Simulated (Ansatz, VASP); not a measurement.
# One calculation of Sn, two programs

```
Sn
1.0
     2.96827    0.00000    0.00000
     0.00000    2.96827    0.00000
     0.00000    0.00000    2.96827
Sn
1
Direct
  0.00000 0.00000 0.00000
```

Alike in both runs: task single point; functional r2SCAN; k mesh 12 × 12 × 12; occupations fermi-dirac, width 0.1 eV; no spin polarisation.

```csv
,VASP,Ansatz
version,VASP 6.6.1,Ansatz 0.2.0
potentials or method,"VASP PAW PBE potentials, release 64 (Sn_d), cutoff 520 eV","plane waves (500 eV) with PAW, scalar-relativistic"
valence electrons in the cell,14,14
```

|  | VASP | Ansatz | Ansatz less VASP |
| --- | --- | --- | --- |
| pressure (GPa) | 5.8 | 5.8 | 0.00 |

VASP's potentials were made for PBE, not for r2SCAN.
